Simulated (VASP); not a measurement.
# TlBr (Pm-3m) in VASP: further runs, part 3 of 3

VASP 6.6.1. The steps go on from the part before.

## Step 4: Single point, r2SCAN

This run uses another cell than the first one, of 28.32 Å³/atom, 1.062 times its volume.

Contents of POSCAR:

```
TlBr
1.0
    3.8402443642      0.0000000000      0.0000000000
    0.0000000000      3.8402443642      0.0000000000
    0.0000000000      0.0000000000      3.8402443642
Tl Br
1 1
Direct
    0.0000000000      0.0000000000      0.0000000000
    0.5000000000      0.5000000000      0.5000000000
```

Contents of INCAR.step1:

```
SYSTEM = TlBr
  PREC = Accurate
  ENCUT = 550
  ISMEAR = 0
  SIGMA = 0.01
  LREAL = .FALSE.
  LASPH = .TRUE.
  NELM = 120
  NBANDS = 17
  GGA = PE
  ALGO = Normal
  EDIFF = 1E-5
  LWAVE = .TRUE.
  LCHARG = .FALSE.
  GGA_COMPAT = .FALSE.
```

Contents of INCAR.step2:

```
SYSTEM = TlBr
  PREC = Accurate
  ENCUT = 550
  EDIFF = 1E-6
  ISMEAR = 0
  SIGMA = 0.01
  LREAL = .FALSE.
  LASPH = .TRUE.
  NELM = 120
  ALGO = Normal
  ISIF = 2
  LWAVE = .FALSE.
  LCHARG = .FALSE.
  METAGGA = R2SCAN
  LMIXTAU = .TRUE.
  NBANDS = 17
  ISTART = 1
  GGA_COMPAT = .FALSE.
```

Contents of KPOINTS:

```
regular mesh
0
G
  6 6 6
  0 0 0
```

Potentials or basis: VASP PAW PBE potentials, release 64 (Tl_d, Br).

On the command line:

```
$ cat potpaw_PBE.64/Tl_d/POTCAR potpaw_PBE.64/Br/POTCAR > POTCAR
$ cp INCAR.step1 INCAR
$ mpirun -np 1 vasp_std > vasp.out
$ cp INCAR.step2 INCAR
$ mpirun -np 1 vasp_std > vasp.out
```

OUTCAR:

```text
SYSTEM = TlBr
   PREC = Accurate
   ENCUT = 550
   EDIFF = 1E-6
   ISMEAR = 0
   LREAL = .FALSE.
   LASPH = .TRUE.
   NELM = 120
   ISIF = 2
   METAGGA = R2SCAN
   ISTART = 1

 ion  position               nearest neighbor table
   1  0.000  0.000  0.000-   2 3.33   2 3.33   2 3.33   2 3.33   2 3.33   2 3.33   2 3.33   2 3.33

   2  0.500  0.500  0.500-   1 3.33   1 3.33   1 3.33   1 3.33   1 3.33   1 3.33   1 3.33   1 3.33

  LATTYP: Found a simple cubic cell.
 ALAT       =     3.8402443642

  Lattice vectors:

 A1 = (   3.8402443642,   0.0000000000,   0.0000000000)
 A2 = (   0.0000000000,   3.8402443642,   0.0000000000)
 A3 = (   0.0000000000,   0.0000000000,   3.8402443642)

Analysis of symmetry for initial positions (statically):
=====================================================================
 Subroutine PRICEL returns:
 Original cell was already a primitive cell.

 Routine SETGRP: Setting up the symmetry group for a
 simple cubic supercell.

 Subroutine GETGRP returns: Found 48 space group operations
 (whereof 48 operations were pure point group operations)
 out of a pool of 48 trial point group operations.

The static configuration has the point symmetry O_h .

Analysis of symmetry for dynamics (positions and initial velocities):
=====================================================================
 Subroutine PRICEL returns:
 Original cell was already a primitive cell.

 Routine SETGRP: Setting up the symmetry group for a
 simple cubic supercell.

 Subroutine GETGRP returns: Found 48 space group operations
 (whereof 48 operations were pure point group operations)
 out of a pool of 48 trial point group operations.

The dynamic configuration has the point symmetry O_h .

 Subroutine INISYM returns: Found 48 space group operations
 (whereof 48 operations are pure point group operations),
 and found     1 'primitive' translations

----------------------------------------------------------------------------------------

                                     Primitive cell

  volume of cell :      56.6339

  direct lattice vectors                    reciprocal lattice vectors
     3.840244364  0.000000000  0.000000000     0.260400096  0.000000000  0.000000000
     0.000000000  3.840244364  0.000000000     0.000000000  0.260400096  0.000000000
     0.000000000  0.000000000  3.840244364     0.000000000  0.000000000  0.260400096

  length of vectors
     3.840244364  3.840244364  3.840244364     0.260400096  0.260400096  0.260400096

  position of ions in fractional coordinates (direct lattice)
     0.000000000  0.000000000  0.000000000
     0.500000000  0.500000000  0.500000000

  ion indices of the primitive-cell ions
   primitive index   ion index
                 1           1
                 2           2

----------------------------------------------------------------------------------------

 KPOINTS: regular mesh

Automatic generation of k-mesh.
 Grid dimensions read from file:
 generate k-points for:    6    6    6

 Generating k-lattice:

  Cartesian coordinates                     Fractional coordinates (reciprocal lattice)
     0.043400016  0.000000000  0.000000000     0.166666667  0.000000000  0.000000000
     0.000000000  0.043400016  0.000000000     0.000000000  0.166666667  0.000000000
     0.000000000  0.000000000  0.043400016     0.000000000  0.000000000  0.166666667

  Length of vectors
     0.043400016  0.043400016  0.043400016

  Shift w.r.t. Gamma in fractional coordinates (k-lattice)
     0.000000000  0.000000000  0.000000000

 Subroutine IBZKPT returns following result:
 ===========================================

 Found     20 irreducible k-points:

 Following reciprocal coordinates:
            Coordinates               Weight
  0.000000  0.000000  0.000000      1.000000
  0.166667  0.000000  0.000000      6.000000
  0.333333  0.000000  0.000000      6.000000
  0.500000  0.000000  0.000000      3.000000
  0.166667  0.166667  0.000000     12.000000
  0.333333  0.166667  0.000000     24.000000
[... 12 lines left out ...]
  0.500000  0.500000  0.333333      6.000000
  0.500000  0.500000  0.500000      1.000000
   k-points           NKPTS =     20   k-points in BZ     NKDIM =     20   number of bands    NBANDS=     17
   number of dos      NEDOS =    301   number of ions     NIONS =      2
   total plane-waves  NPLWV =  27000
   dimension x,y,z NGX =    30 NGY =   30 NGZ =   30
   dimension x,y,z NGXF=    60 NGYF=   60 NGZF=   60
   ions per type =               1   1
   NGX,Y,Z   is equivalent  to a cutoff of  12.99, 12.99, 12.99 a.u.
   NGXF,Y,Z  is equivalent  to a cutoff of  25.97, 25.97, 25.97 a.u.
 SYSTEM =  TlBr
   PREC   = accura    normal or accurate (medium, high low for compatibility)
   ISTART =      1    job   : 0-new  1-cont  2-samecut
   ICHARG =      0    charge: 1-file 2-atom 10-const
   ISPIN  =      1    spin polarized calculation?
   LNONCOLLINEAR =      F non collinear calculations
   LSORBIT =      F    spin-orbit coupling
   LASPH  =      T    aspherical Exc in radial PAW
   ENCUT  =  550.0 eV  40.42 Ry    6.36 a.u.   7.34  7.34  7.34*2*pi/ulx,y,z
   NELM   =    120;   NELMIN=  2; NELMDL=  0     # of ELM steps
   EDIFF  = 0.1E-05   stopping-criterion for ELM
   LREAL  =      F    real-space projection
   EDIFFG = 0.1E-04   stopping-criterion for IOM
   NSW    =      0    number of steps for IOM
   IBRION =     -1    ionic relax: 0-MD 1-quasi-New 2-CG
   NFREE  =      0    steps in history (QN), initial steepest desc. (CG)
   ISIF   =      2    stress and relaxation
   ISYM   =      2    0-nonsym 1-usesym 2-fastsym
   POTIM  = 0.5000    time-step for ionic-motion
   TEBEG  =    0.0;   TEEND  =   0.0 temperature during run
   PSTRESS=    0.0 pullay stress
   NELECT =      20.0000    total number of electrons
   NUPDOWN=      -1.0000    fix difference up-down
   EMIN   =  10.00;   EMAX   =-10.00  energy-range for DOS
   EFERMI =   0.00;   METHOD = LEGACY
   ISMEAR =     0;   SIGMA  =   0.01  broadening in eV -4-tet -1-fermi 0-gaus
   EFERMI_NEDOS =   21; number of points for ismear=-14 and -15
   IALGO  =     38    algorithm
   IMIX   =      4    mixing-type and parameters
     AMIX     =   0.40;   BMIX     =  1.00
     AMIX_MAG =   1.60;   BMIX_MAG =  1.00
  volume/ion in A,a.u.               =      28.32       191.09
  Fermi-wavevector in a.u.,A,eV,Ry     =   1.157158  2.186711 18.218398  1.339014
  Thomas-Fermi vector in A             =   2.293772
   LORBIT       =      0    0 simple, 1 ext, 2 COOP (PROOUT), +10 PAW based schemes
   METAGGA = R2SCAN    functional components
   LHFCALC =     F    Hartree Fock is set to
   AEXX    =    0.0000 exact exchange contribution
   IVDW    =     0    specifies the selected vdW correction
   LEPSILON=     F    determine dielectric tensor
   LRPA    =     F    only Hartree local field effects (RPA)
 non-spin polarized calculation
 Gauss-broadening in eV      SIGMA  =   0.01
  energy-cutoff  :      550.00
  volume of cell :       56.63
 maximum number of plane-waves:      1675
 NGX is ok and might be reduce to    30
   NGX = 15   NGY = 15   NGZ = 15

 number of electron      20.0000002 magnetization

 Free energy of the ion-electron system (eV)
  ---------------------------------------------------
  ext. energy  EPLUGINS =         0.00000000
  ---------------------------------------------------
  free energy    TOTEN  =       -68.30067664 eV

  energy without entropy =      -68.30067664  energy(sigma->0) =      -68.30067664

 E-fermi :   3.4669     XC(G=0):  -9.9716

 val. band max:        3.3616572317   @ k =   0.5000   0.0000   0.0000
 cond. band min:       5.3596953913   @ k =   0.5000   0.0000   0.0000
 fundamental gap:      1.9980381596
 Fermi energy:         3.4668854501

 k-point     1 :       0.0000    0.0000    0.0000
  band No.  band energies     occupation
      1     -11.6197      2.00000
      2      -7.4087      2.00000
      3      -7.4087      2.00000
      4      -7.1629      2.00000
      5      -7.1629      2.00000
      6      -7.1629      2.00000
[... 9 lines left out ...]
     16      16.3857      0.00000
     17      17.6172      0.00000
[... 361 lines left out ...]
 k-point    20 :       0.5000    0.5000    0.5000
  band No.  band energies     occupation
      1     -10.8460      2.00000
      2      -7.3674      2.00000
      3      -7.3674      2.00000
      4      -7.3674      2.00000
      5      -7.0868      2.00000
      6      -7.0868      2.00000
[... 9 lines left out ...]
     16      17.7864      0.00000
     17      21.1357      0.00000

------------------------ aborting loop because EDIFF is reached ----------------------------------------

  FORCE on cell =-STRESS in cart. coord.  units (eV):
  Direction    XX          YY          ZZ          XY          YZ          ZX
  --------------------------------------------------------------------------------------
  -------------------------------------------------------------------------------------
  Total        1.4004805      1.4004805      1.4004805      0.0000000     -0.0000000      0.0000000
  in kB       39.6196890     39.6196890     39.6196890      0.0000000     -0.0000000      0.0000000
  external PRESSURE =      39.6196890 kB  Pullay stress =       0.0000000 kB

 VOLUME and BASIS-vectors are now :
 -----------------------------------------------------------------------------
  energy-cutoff  :      550.00
  volume of cell :       56.63
      direct lattice vectors                 reciprocal lattice vectors
     3.840244364  0.000000000  0.000000000     0.260400096  0.000000000  0.000000000
     0.000000000  3.840244364  0.000000000     0.000000000  0.260400096  0.000000000
     0.000000000  0.000000000  3.840244364     0.000000000  0.000000000  0.260400096

 POSITION                                       TOTAL-FORCE (eV/Angst)
 -----------------------------------------------------------------------------------
      0.00000      0.00000      0.00000         0.000000      0.000000      0.000000
      1.92012      1.92012      1.92012         0.000000      0.000000      0.000000
 -----------------------------------------------------------------------------------
    total drift:                                0.000000     -0.000000     -0.000000

  FREE ENERGIE OF THE ION-ELECTRON SYSTEM (eV)
  ---------------------------------------------------
  free  energy   TOTEN  =       -68.3006766403 eV

  energy  without entropy=      -68.3006766403  energy(sigma->0) =      -68.30067664
```

Run time: 52 s. Hardware: 1 thread of Intel Xeon 6975P-C (Granite Rapids), shared host; peak memory 0.18 GiB.

Results:

| Item | Value |
| --- | --- |
| Free energy | -68.3007 eV |
| Pressure | 4.0 GPa |
| Band gap on the k mesh | 2.00 eV, direct |

Caveat: the PAW data sets were made with another functional, which shifts forces and pressure a little; spin-orbit coupling is left out, which moves the levels of the heavy elements. A k mesh can miss the band edges.

## Step 5: Single point, r2SCAN

This run uses another cell than the first one, of 29.82 Å³/atom, 1.118 times its volume.

Contents of POSCAR:

```
TlBr
1.0
    3.9069129257      0.0000000000      0.0000000000
    0.0000000000      3.9069129257      0.0000000000
    0.0000000000      0.0000000000      3.9069129257
Tl Br
1 1
Direct
    0.0000000000      0.0000000000      0.0000000000
    0.5000000000      0.5000000000      0.5000000000
```

Contents of INCAR.step1:

```
ALGO     = Normal         # electronic algorithm
EDIFF    = 1E-5           # SCF threshold, eV
ENCUT    = 550            # plane-wave cutoff, eV
GGA      = PE             # functional
GGA_COMPAT= False        
ISMEAR   = 0              # smearing method
LASPH    = True           # aspherical terms in the spheres
LCHARG   = False          # write CHGCAR
LREAL    = False          # projectors in reciprocal space
LWAVE    = True           # write WAVECAR
NBANDS   = 17             # bands
NELM     = 120            # most SCF steps
PREC     = Accurate       # precision mode
SIGMA    = 0.01           # smearing width, eV
```

Contents of INCAR.step2:

```
ALGO     = Normal         # electronic algorithm
EDIFF    = 1E-6           # SCF threshold, eV
ENCUT    = 550            # plane-wave cutoff, eV
GGA_COMPAT= False        
ISIF     = 2              # what is computed and relaxed
ISMEAR   = 0              # smearing method
ISTART   = 1            
LASPH    = True           # aspherical terms in the spheres
LCHARG   = False          # write CHGCAR
LMIXTAU  = True         
LREAL    = False          # projectors in reciprocal space
LWAVE    = False          # write WAVECAR
METAGGA  = R2SCAN         # meta-GGA
NBANDS   = 17             # bands
NELM     = 120            # most SCF steps
PREC     = Accurate       # precision mode
SIGMA    = 0.01           # smearing width, eV
```

Contents of KPOINTS:

```
k-points
0
Gamma
  6 6 6
```

On the command line:

```
$ cat potpaw_PBE.64/Tl_d/POTCAR potpaw_PBE.64/Br/POTCAR > POTCAR
$ cp INCAR.step1 INCAR
$ mpirun -np 1 vasp_std > vasp.out
$ cp INCAR.step2 INCAR
$ mpirun -np 1 vasp_std > vasp.out
```

Wall time 54 s (1 thread of Intel Xeon 6975P-C (Granite Rapids), shared host); peak memory 0.17 GiB.

It converged, with:

- Free energy: -68.3563 eV
- Pressure: 2.0 GPa
- Band gap on the k mesh: 2.15 eV, direct

Levels at points of the mesh, in eV from the valence-band top:
| k point | band 6 | band 7 | band 8 | band 9 | band 10 | band 11 | band 12 | band 13 | band 14 | band 15 |
| --- | --- | --- | --- | --- | --- | --- | --- | --- | --- | --- |
| (0.00, 0.00, 0.00) | -10.39 | -4.74 | -1.63 | -1.63 | -1.63 | 7.39 | 7.39 | 7.92 | 7.92 | 7.92 |
| (0.50, 0.00, 0.00) | -10.38 | -5.97 | -1.07 | -1.07 | 0.00 | 2.15 | 6.20 | 6.20 | 8.36 | 11.13 |
| (0.50, 0.50, 0.00) | -10.33 | -3.86 | -3.40 | -3.40 | -1.00 | 5.32 | 5.32 | 8.04 | 8.31 | 11.12 |
| (0.50, 0.50, 0.50) | -10.33 | -2.73 | -2.30 | -2.30 | -2.30 | 2.27 | 2.27 | 2.27 | 14.09 | 14.09 |

Caveat: the PAW data sets were made with another functional, which shifts forces and pressure a little; spin-orbit coupling is left out, which moves the levels of the heavy elements.

## Step 6: Overview

```csv
cell,gap on the mesh (eV),pressure (GPa)
"a = 3.764 Å, 2 atoms",1.66,7.0
"a = 3.840 Å, 2 atoms",2.00,4.0
"a = 3.907 Å, 2 atoms",2.15,2.0
```

Alike in all rows: task single point; level r2SCAN; potentials or basis VASP PAW PBE potentials, release 64 (Tl_d, Br); no spin polarisation; k mesh 6 × 6 × 6; cutoff (eV) 550; smearing gaussian 0.01 eV.

Caveats: the PAW data sets were made with another functional, which shifts forces and pressure a little; spin-orbit coupling is left out, which moves the levels of the heavy elements.

Absolute energies hang on the potentials; compare differences alone.
